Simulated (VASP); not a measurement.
Input of a VASP 6.6.1 run:

The input INCAR:

```
SYSTEM = PtSe2
  ALGO = Normal
  EDIFF = 1E-6
  EDIFFG = -0.01
  ENCUT = 600
  GGA = PS
  IBRION = 2
  ISIF = 3
  ISMEAR = -1
  IVDW = 13
  LASPH = .TRUE.
  LCHARG = .FALSE.
  LREAL = .FALSE.
  LWAVE = .FALSE.
  NELM = 100
  NSW = 60
  PREC = Accurate
  SIGMA = 0.05
```

The input KPOINTS:

```
k-points
0
G
  8 8 5
  0 0 0
```

The input POSCAR:

```
PtSe2
1.0
    3.7240000000      0.0000000000      0.0000000000
   -1.8620000000      3.2250786037      0.0000000000
    0.0000000000      0.0000000000      5.0620000000
Pt Se
1 2
Direct
    0.0000000000      0.0000000000      0.0000000000
    0.6666666667      0.3333333333      0.7500000000
    0.3333333333      0.6666666667      0.2500000000
```

Potentials or basis: VASP PAW PBE potentials, release 64 (Pt, Se).

Command:

```sh
$ cat potpaw_PBE.64/Pt/POTCAR potpaw_PBE.64/Se/POTCAR > POTCAR
$ mpirun -np 1 vasp_std > vasp.out
```

(1) Predict the band gap on the k mesh.

(2) Estimate the space group after relaxing (to 0.05 Å).

Results:

(1) zero (band 11 reaches 7.98 eV, above the bottom of band 12 at 7.00 eV).

(2) P-3m1 (No. 164).

Caveat: spin-orbit coupling is left out, which moves the levels of the heavy elements.
